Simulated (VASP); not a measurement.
# AgCl in VASP: notebook, part 2 of 2

VASP 6.6.1. The steps go on from the part before.

## (3) Single point, r2SCAN (strain -4.8%)

The input, POSCAR:

```
AgCl
1.0
    0.0000000000      2.6409029448      2.6409029448
    2.6409029448      0.0000000000      2.6409029448
    2.6409029448      2.6409029448      0.0000000000
Ag Cl
1 1
Direct
    0.0000000000      0.0000000000      0.0000000000
    0.5000000000      0.5000000000      0.5000000000
```

The input, INCAR.step1:

```
ALGO     = Normal         # electronic algorithm
EDIFF    = 1E-4           # SCF threshold, eV
ENCUT    = 520            # plane-wave cutoff, eV
GGA      = PE             # functional
ISMEAR   = 0              # smearing method
LASPH    = T              # aspherical terms in the spheres
LCHARG   = F              # write CHGCAR
LREAL    = F              # projectors in reciprocal space
LWAVE    = T              # write WAVECAR
NBANDS   = 16             # bands
NELM     = 80             # most SCF steps
PREC     = Accurate       # precision mode
SIGMA    = 0.01           # smearing width, eV
```

The input, INCAR.step2:

```
ALGO     = Normal         # electronic algorithm
EDIFF    = 1E-7           # SCF threshold, eV
ENCUT    = 520            # plane-wave cutoff, eV
ISIF     = 2              # what is computed and relaxed
ISMEAR   = 0              # smearing method
ISTART   = 1            
LASPH    = T              # aspherical terms in the spheres
LCHARG   = F              # write CHGCAR
LMIXTAU  = T            
LREAL    = F              # projectors in reciprocal space
LWAVE    = F              # write WAVECAR
METAGGA  = R2SCAN         # meta-GGA
NBANDS   = 16             # bands
NELM     = 80             # most SCF steps
PREC     = Accurate       # precision mode
SIGMA    = 0.01           # smearing width, eV
```

The input, KPOINTS:

```
k-points
0
Gamma
  8 8 8
```

Potentials or basis: VASP PAW PBE potentials, release 64 (Ag, Cl).

Started as:

```console
> cat potpaw_PBE.64/Ag/POTCAR potpaw_PBE.64/Cl/POTCAR > POTCAR
> cp INCAR.step1 INCAR
> mpirun -np 1 vasp_std > vasp.out
> cp INCAR.step2 INCAR
> mpirun -np 1 vasp_std > vasp.out
```

OUTCAR:

```text
EDIFF = 1E-7
   ENCUT = 520
   ISIF = 2
   ISMEAR = 0
   ISTART = 1
   LASPH = T
   LREAL = F
   METAGGA = R2SCAN
   NELM = 80
   PREC = Accurate

 ion  position               nearest neighbor table
   1  0.000  0.000  0.000-   2 2.64   2 2.64   2 2.64   2 2.64   2 2.64   2 2.64
   2  0.500  0.500  0.500-   1 2.64   1 2.64   1 2.64   1 2.64   1 2.64   1 2.64

  LATTYP: Found a face centered cubic cell.
 ALAT       =     5.2818058896

  Lattice vectors:

 A1 = (   0.0000000000,   2.6409029448,   2.6409029448)
 A2 = (   2.6409029448,   0.0000000000,   2.6409029448)
 A3 = (   2.6409029448,   2.6409029448,   0.0000000000)

Analysis of symmetry for initial positions (statically):
=====================================================================
 Subroutine PRICEL returns:
 Original cell was already a primitive cell.

 Routine SETGRP: Setting up the symmetry group for a
 face centered cubic supercell.

 Subroutine GETGRP returns: Found 48 space group operations
 (whereof 48 operations were pure point group operations)
 out of a pool of 48 trial point group operations.

The static configuration has the point symmetry O_h .

Analysis of symmetry for dynamics (positions and initial velocities):
=====================================================================
 Subroutine PRICEL returns:
 Original cell was already a primitive cell.

 Routine SETGRP: Setting up the symmetry group for a
 face centered cubic supercell.

 Subroutine GETGRP returns: Found 48 space group operations
 (whereof 48 operations were pure point group operations)
 out of a pool of 48 trial point group operations.

The dynamic configuration has the point symmetry O_h .

 Subroutine INISYM returns: Found 48 space group operations
 (whereof 48 operations are pure point group operations),
 and found     1 'primitive' translations

----------------------------------------------------------------------------------------

                                     Primitive cell

[... 104 lines left out ...]
   EFERMI =   0.00;   METHOD = LEGACY
   ISMEAR =     0;   SIGMA  =   0.01  broadening in eV -4-tet -1-fermi 0-gaus
   EFERMI_NEDOS =   21; number of points for ismear=-14 and -15
   IALGO  =     38    algorithm
   IMIX   =      4    mixing-type and parameters
     AMIX     =   0.40;   BMIX     =  1.00
     AMIX_MAG =   1.60;   BMIX_MAG =  1.00
  volume/ion in A,a.u.               =      18.42       124.30
  Fermi-wavevector in a.u.,A,eV,Ry     =   1.289446  2.436700 22.622019  1.662672
  Thomas-Fermi vector in A             =   2.421339
   LORBIT       =      0    0 simple, 1 ext, 2 COOP (PROOUT), +10 PAW based schemes
   METAGGA = R2SCAN    functional components
   LHFCALC =     F    Hartree Fock is set to
   AEXX    =    0.0000 exact exchange contribution
   IVDW    =     0    specifies the selected vdW correction
   LEPSILON=     F    determine dielectric tensor
   LRPA    =     F    only Hartree local field effects (RPA)
 non-spin polarized calculation
 Gauss-broadening in eV      SIGMA  =   0.01
  energy-cutoff  :      520.00
  volume of cell :       36.84
 maximum number of plane-waves:      1002
   NGX = 13   NGY = 13   NGZ = 13

 number of electron      17.9999993 magnetization

 Free energy of the ion-electron system (eV)
  ---------------------------------------------------
  ext. energy  EPLUGINS =         0.00000000
  ---------------------------------------------------
  free energy    TOTEN  =       -28.47504759 eV

  energy without entropy =      -28.47504759  energy(sigma->0) =      -28.47504759

 E-fermi :   5.6224     XC(G=0): -11.3460

 val. band max:        5.5791777534   @ k =   0.5000   0.0000   0.0000
 cond. band min:       7.0514371452   @ k =   0.0000   0.0000   0.0000
 fundamental gap:      1.4722593918
 Fermi energy:         5.6224199173

 k-point     1 :       0.0000    0.0000    0.0000
  band No.  band energies     occupation
      1     -11.3506      2.00000
      2       2.4374      2.00000
      3       2.4375      2.00000
      4       2.4375      2.00000
      5       2.4616      2.00000
      6       2.4616      2.00000
[... 433 lines left out ...]
      3       0.2693      2.00000
      4       0.3442      2.00000
      5       2.8717      2.00000
      6       2.9569      2.00000
[... 8 lines left out ...]
     15      20.2477      0.00000
     16      21.7967      0.00000

 [... further k-points ...]
[... 5 lines left out ...]
  --------------------------------------------------------------------------------------
  -------------------------------------------------------------------------------------
  Total        2.4623843      2.4623843      2.4623843      0.0000000     -0.0000000     -0.0000000
  in kB      107.0974436    107.0974436    107.0974436      0.0000000     -0.0000000     -0.0000000
  external PRESSURE =     107.0974436 kB  Pullay stress =       0.0000000 kB

 VOLUME and BASIS-vectors are now :
 -----------------------------------------------------------------------------
  energy-cutoff  :      520.00
  volume of cell :       36.84
      direct lattice vectors                 reciprocal lattice vectors
     0.000000000  2.640902945  2.640902945    -0.189329184  0.189329184  0.189329184
     2.640902945  0.000000000  2.640902945     0.189329184 -0.189329184  0.189329184
     2.640902945  2.640902945  0.000000000     0.189329184  0.189329184 -0.189329184

 POSITION                                       TOTAL-FORCE (eV/Angst)
 -----------------------------------------------------------------------------------
      0.00000      0.00000      0.00000         0.000000      0.000000      0.000000
      2.64090      2.64090      2.64090         0.000000      0.000000     -0.000000
 -----------------------------------------------------------------------------------
    total drift:                                0.000000      0.000000      0.000000

  FREE ENERGIE OF THE ION-ELECTRON SYSTEM (eV)
  ---------------------------------------------------
  free  energy   TOTEN  =       -28.4750475899 eV

  energy  without entropy=      -28.4750475899  energy(sigma->0) =      -28.47504759
```

OSZICAR.step1:

```text
N       E                     dE             d eps       ncg     rms          rms(c)
DAV:   1     0.102861218993E+03    0.10286E+03   -0.89236E+03   952   0.104E+03
DAV:   2    -0.193027149042E+01   -0.10479E+03   -0.97297E+02  1232   0.232E+02
DAV:   3    -0.532132510772E+01   -0.33911E+01   -0.33850E+01  1080   0.439E+01
DAV:   4    -0.534241665945E+01   -0.21092E-01   -0.21090E-01  1240   0.377E+00
DAV:   5    -0.534267056250E+01   -0.25390E-03   -0.25390E-03  1088   0.405E-01    0.932E+00
DAV:   6    -0.517769759376E+01    0.16497E+00   -0.23265E-01  1152   0.663E+00    0.594E+00
DAV:   7    -0.517280517699E+01    0.48924E-02   -0.10144E-01  1088   0.213E+00    0.230E+00
DAV:   8    -0.517176488968E+01    0.10403E-02   -0.38517E-03  1056   0.671E-01    0.337E-01
DAV:   9    -0.517176716883E+01   -0.22792E-05   -0.73595E-04  1080   0.262E-01
   1 F= -.51717672E+01 E0= -.51717672E+01  d E =-.631117E-25
```

Wall time 56 s (1 thread of Intel Xeon Platinum 8375C at 2.90GHz (Ice Lake), shared host); peak memory 0.17 GiB.

Results:

* Free energy: -28.4750 eV
* Pressure: 10.7 GPa
* Band gap on the k mesh: 1.47 eV, indirect (least direct gap 4.28 eV)

Caveat: the cell differs from its parent crystal (strain -4.8%); the PAW data sets were made with another functional, which shifts forces and pressure a little.

## (4) Single point, PBE (uniaxial z strain +6.0%)

The input, INCAR:

```
SYSTEM = AgCl
PREC = Accurate ; ENCUT = 520
EDIFF = 1E-6 ; ISMEAR = -1
SIGMA = 0.02 ; LREAL = .False.
LASPH = .True. ; NELM = 60
ALGO = Normal ; ISIF = 2
LWAVE = .False. ; LCHARG = .False.
GGA = PE ; NBANDS = 16
```

The input, KPOINTS:

```
regular mesh
0
Gamma
  8 8 8
  0 0 0
```

The input, POSCAR:

```
AgCl
1.0
    0.0000000000      2.7731838126      2.9387428863
    2.7731838126      0.0000000000      2.9387428863
    2.7731838126      2.7731838126      0.0000000000
Ag Cl
1 1
Direct
    0.0000000000      0.0000000000      0.0000000000
    0.5000000000      0.5000000000      0.5000000000
```

Started as:

```console
> cat potpaw_PBE.64/Ag/POTCAR potpaw_PBE.64/Cl/POTCAR > POTCAR
> mpirun -np 1 vasp_std > vasp.out
```

Run time: 26 s. Hardware: 1 thread of Intel Xeon Platinum 8375C at 2.90GHz (Ice Lake), shared host; peak memory 0.19 GiB.

The run converged. Its results:

```
Free energy            : -5.3948 eV
Pressure               : -0.8 GPa
Band gap on the k mesh : 0.78 eV, indirect (least direct gap 2.94 eV)
```

Stress tensor (GPa, compression positive):
```
-0.58  0.00  0.00
 0.00 -0.58  0.00
 0.00  0.00 -1.19
```

Levels at points of the mesh, in eV from the valence-band top:
| k point | band 7 | band 8 | band 9 | band 10 | band 11 | band 12 |
| --- | --- | --- | --- | --- | --- | --- |
| (0.00, 0.00, 0.00) | -2.33 | -2.33 | -2.17 | 0.78 | 10.60 | 10.78 |
| (0.50, 0.00, 0.00) | -1.79 | -0.35 | 0.00 | 4.21 | 6.09 | 7.36 |
| (0.50, 0.50, 0.00) | -1.99 | -1.99 | -1.95 | 2.33 | 7.89 | 8.16 |
| (0.50, 0.00, 0.50) | -2.01 | -1.96 | -1.92 | 2.30 | 7.84 | 8.47 |

Caveat: the cell differs from its parent crystal (uniaxial z strain +6.0%). A k mesh can miss the band edges.

## (5) Single point, PBE (epitaxial 111 strain -1.6%)

The input, INCAR:

```
PREC = Accurate
ENCUT = 520
EDIFF = 1E-7
ISMEAR = -1
SIGMA = 0.02
LREAL = F
LASPH = T
NELM = 100
ALGO = Normal
ISIF = 2
LWAVE = F
LCHARG = F
GGA = PE
NBANDS = 16
```

The input, KPOINTS:

```
regular mesh
0
Gamma
  8 8 8
```

The input, POSCAR:

```
AgCl
1.0
    0.0732731998      2.8031953450      2.8031953450
    2.8031953450      0.0732731998      2.8031953450
    2.8031953450      2.8031953450      0.0732731998
Ag Cl
1 1
Direct
    0.0000000000      0.0000000000      0.0000000000
    0.5000000000      0.5000000000      0.5000000000
```

Potentials or basis: VASP PAW PBE potentials, release 64 (Ag, Cl).

Started as:

```console
> cat potpaw_PBE.64/Ag/POTCAR potpaw_PBE.64/Cl/POTCAR > POTCAR
> mpirun -np 1 vasp_std > vasp.out
```

OUTCAR:

```text
PREC = Accurate
   ENCUT = 520
   EDIFF = 1E-7
   ISMEAR = -1
   LREAL = F
   LASPH = T
   NELM = 100
   ISIF = 2
   GGA = PE

 ion  position               nearest neighbor table
   1  0.000  0.000  0.000-   2 2.77   2 2.77   2 2.77   2 2.77   2 2.77   2 2.77
   2  0.500  0.500  0.500-   1 2.77   1 2.77   1 2.77   1 2.77   1 2.77   1 2.77

  LATTYP: Found a trigonal (rhomboedric) cell.
 ALAT       =     3.9649939781
 COS(alpha) =     0.5259594875

  Lattice vectors:

 A1 = (   0.0732731998,   2.8031953450,   2.8031953450)
[... 625 lines left out ...]
      3      -0.0266      2.00000
      4       0.2162      2.00000
      5       1.6548      2.00000
      6       1.7101      2.00000
[... 8 lines left out ...]
     15      17.3811      0.00000
     16      17.6791      0.00000

 [... further k-points ...]
[... 5 lines left out ...]
  --------------------------------------------------------------------------------------
  -------------------------------------------------------------------------------------
  Total        0.4820150      0.4820150      0.4820150     -0.0374539     -0.0374539     -0.0374539
  in kB       18.2451725     18.2451725     18.2451725     -1.4177007     -1.4177007     -1.4177007
  external PRESSURE =      18.2451725 kB  Pullay stress =       0.0000000 kB

 VOLUME and BASIS-vectors are now :
 -----------------------------------------------------------------------------
  energy-cutoff  :      520.00
  volume of cell :       42.33
      direct lattice vectors                 reciprocal lattice vectors
     0.073273200  2.803195345  2.803195345    -0.185518290  0.180792523  0.180792523
     2.803195345  0.073273200  2.803195345     0.180792523 -0.185518290  0.180792523
     2.803195345  2.803195345  0.073273200     0.180792523  0.180792523 -0.185518290

 POSITION                                       TOTAL-FORCE (eV/Angst)
 -----------------------------------------------------------------------------------
      0.00000      0.00000      0.00000         0.000000      0.000000     -0.000000
      2.83983      2.83983      2.83983        -0.000000     -0.000000      0.000000
 -----------------------------------------------------------------------------------
    total drift:                               -0.000000      0.000000      0.000000

  FREE ENERGIE OF THE ION-ELECTRON SYSTEM (eV)
  ---------------------------------------------------
  free  energy   TOTEN  =        -5.3894252670 eV

  energy  without entropy=       -5.3894252670  energy(sigma->0) =       -5.38942527
```

stdout:

```text
POSCAR found type information on POSCAR AgCl
 POSCAR found :  2 types and       2 ions
 scaLAPACK will be used
 LDA part: xc-table for (Slater+PW92), standard interpolation
 POSCAR, INCAR and KPOINTS ok, starting setup
 FFT: planning ... GRIDC
 FFT: planning ... GRID_SOFT
 FFT: planning ... GRID
 WAVECAR not read
 entering main loop
```

Run time: 33 s. Hardware: 1 thread of Intel Xeon Platinum 8375C at 2.90GHz (Ice Lake), shared host; peak memory 0.19 GiB.

Results:

```
Free energy            : -5.3894 eV
Pressure               : 1.8 GPa
Band gap on the k mesh : 0.87 eV, indirect (least direct gap 3.17 eV)
```

Levels at points of the mesh, in eV from the valence-band top:
```
           k point  band 5  band 6  band 7  band 8  band 9  band 10  band 11  band 12  band 13  band 14
(0.00, 0.00, 0.00)   -2.50   -2.45   -2.45   -2.32   -2.32     0.87    10.51    10.97    10.97    12.27
(0.50, 0.00, 0.00)   -2.16   -2.10   -1.79   -0.06    0.00     4.14     6.59     7.41     7.70    13.34
(0.50, 0.50, 0.00)   -2.84   -2.27   -2.01   -2.01   -1.92     2.34     7.99     8.59    11.43    11.63
(0.50, 0.50, 0.50)   -2.15   -2.15   -1.88   -0.07   -0.07     4.33     6.36     7.89     7.89    13.56
```

Caveat: the cell differs from its parent crystal (epitaxial 111 strain -1.6%). A k mesh can miss the band edges.

## (6) Summary

```tsv
level	cell	smearing	gap on the mesh (eV)	pressure (GPa)
PBE	a = 3.735 Å, angles 60.0°, 2 atoms	fermi-dirac 0.02 eV	0.93	12.1
r2SCAN	a = 3.735 Å, angles 60.0°, 2 atoms	gaussian 0.01 eV	1.47	10.7
PBE	a = 4.041, b = 4.041, c = 3.922 Å, angles 61.0, 61.0, 58.1°, 2 atoms	fermi-dirac 0.02 eV	0.78	-0.8
PBE	a = 3.965 Å, angles 58.3°, 2 atoms	fermi-dirac 0.02 eV	0.87	1.8
```

Alike in all rows: task single point; potentials or basis VASP PAW PBE potentials, release 64 (Ag, Cl); no spin polarisation; k mesh 8 × 8 × 8; cutoff (eV) 520.

Caveats: the PAW data sets were made with another functional, which shifts forces and pressure a little (some runs).

Total energies depend on the potentials used, so only differences within one code and one set of settings carry meaning.
